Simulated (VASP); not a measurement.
## Sb: relaxation of cell and atoms with PBEsol-based global hybrid

Sb:

```xyz
1
Lattice="3.1600 0.0000 0.0000 0.0000 3.1600 0.0000 0.0000 0.0000 3.1600" Properties=species:S:1:pos:R:3 pbc="T T T"
Sb    0.0000    0.0000    0.0000
```

```yaml
Program: VASP 6.6.1
Task: relaxation of cell and atoms
Functional: PBEsol-based global hybrid
Potentials_or_basis: VASP PAW PBE potentials, release 64 (Sb)
Cutoff: 600 eV
k_mesh: 4 × 4 × 4
Occupations: fermi-dirac, width 0.05 eV
Spin: no spin polarisation
Dipole_correction: no
Grid_for_exact_exchange_PRECFOCK: Normal
Share_of_exact_exchange: 0.25
Further_INCAR_settings: ALGO = Normal; EDIFF = 1e-07; IBRION = 2; EDIFFG = -0.01; NSW = 60; ISIF = 3
```

```
Relaxed volume                         : 27.09 Å³/atom
Relaxed cell                           : a = 3.003 Å, b = 3.003 Å, c = 3.003 Å, α = 90.00°, β = 90.00°, γ = 90.00°
Space group after relaxing (to 0.05 Å) : Pm-3m (No. 221)
Energy gained by relaxing              : 131.5 meV/atom
Ionic steps                            : 6
Pressure after relaxing                : 0.0 GPa
```

Step by step:
```csv
step,energy change (eV),largest force (eV/Å),pressure (GPa),volume (Å³)
1,0.0000,0.0000,-8.12,31.55
2,-0.0756,0.0000,8.51,24.80
3,-0.1315,0.0000,-0.09,27.13
4,-0.1315,0.0000,0.14,27.04
5,-0.1315,0.0000,-0.09,27.13
6,-0.1315,0.0000,0.00,27.09
```

Final structure:
```
Sb
1.0
     3.00346    0.00000    0.00000
     0.00000    3.00346    0.00000
     0.00000    0.00000    3.00346
Sb
1
Direct
  0.00000 0.00000 0.00000
```

Levels at points of the mesh, in eV from the Fermi level:
```tsv
k point	band 1	band 2	band 3	band 4	band 5
(0.00, 0.00, 0.00)	-15.60	3.83	3.83	3.83	7.34
(0.50, 0.00, 0.00)	-12.50	-8.08	6.48	6.48	9.77
(0.50, 0.50, 0.00)	-9.00	-5.44	-5.44	1.98	9.18
(0.50, 0.50, 0.50)	-4.98	-2.99	-2.99	-2.99	5.05
```

It took 7.3 min on 1 thread of AMD EPYC 7R43 64-Core Processor (Zen 3), on a shared host, peak memory 0.14 GiB.

Caveat: the k points lie up to 0.52 Å⁻¹ apart in the final cell; the PAW data sets were made with another functional, which shifts forces and pressure a little; spin-orbit coupling is left out, which moves the levels of the heavy elements; the volume moved by -14 % from the deposited cell, more than functionals usually miss.
